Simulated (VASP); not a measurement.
Write the native input for VASP 6.6.1 that does the following.

```
Task                   : single point
Functional             : r2SCAN
Potentials or basis    : VASP PAW PBE potentials, release 64 (In_d, P)
Cutoff                 : 520 eV
k mesh                 : 10 × 10 × 10
Occupations            : gaussian, width 0.05 eV
Spin                   : no spin polarisation
Dipole correction      : no
Further INCAR settings : ALGO = Normal; EDIFF = 1e-07; NBANDS = 16
```

Crystal: InP.

```
In P
1.0
     0.00000    2.68510    3.49063
     2.68510    0.00000    3.49063
     2.68510    2.68510    0.00000
In P
1 1
Cartesian
  0.0000 0.0000 0.0000
  4.0277 4.0277 5.2359
```

This cell differs from its parent crystal: ratio of the length along z to the lengths across it x 1.3, volume and fractional coordinates fixed.

The input as run:

POSCAR

```
InP
1.0
    0.0000000000      2.6851008885      3.4906311550
    2.6851008885      0.0000000000      3.4906311550
    2.6851008885      2.6851008885      0.0000000000
In P
1 1
Direct
    0.0000000000      0.0000000000      0.0000000000
    0.7500000000      0.7500000000      0.7500000000
```

INCAR.step1

```
PREC = Accurate
ENCUT = 520
ISMEAR = 0
SIGMA = 0.05
LREAL = F
LASPH = T
NELM = 100
NBANDS = 16
GGA = PE
ALGO = Normal
EDIFF = 1E-4
LWAVE = T
LCHARG = F
```

INCAR.step2

```
PREC = Accurate
ENCUT = 520
EDIFF = 1E-7
ISMEAR = 0
SIGMA = 0.05
LREAL = F
LASPH = T
NELM = 100
ALGO = Normal
ISIF = 2
LWAVE = F
LCHARG = T
METAGGA = R2SCAN
LMIXTAU = T
LELF = T
LVHAR = T
NBANDS = 16
ISTART = 1
```

KPOINTS

```
regular mesh
0
Gamma
  10 10 10
```

Potentials or basis: VASP PAW PBE potentials, release 64 (In_d, P).

The run is started by

```console
$ cat potpaw_PBE.64/In_d/POTCAR potpaw_PBE.64/P/POTCAR > POTCAR
$ cp INCAR.step1 INCAR
$ mpirun -np 1 vasp_std > vasp.out
$ cp INCAR.step2 INCAR
$ mpirun -np 1 vasp_std > vasp.out
```

Results of the run:

```
Pressure               : 0.3 GPa
Band gap on the k mesh : zero (filled and empty bands touch)
```

Caveat: the PAW data sets were made with another functional, which shifts forces and pressure a little; spin-orbit coupling is left out, which moves the levels of the heavy elements.

Run time: 6.1 min on 1 thread of Intel(R) Xeon(R) Platinum 8375C CPU @ 2.90GHz (Ice Lake) (shared host), peak memory 0.25 GiB.
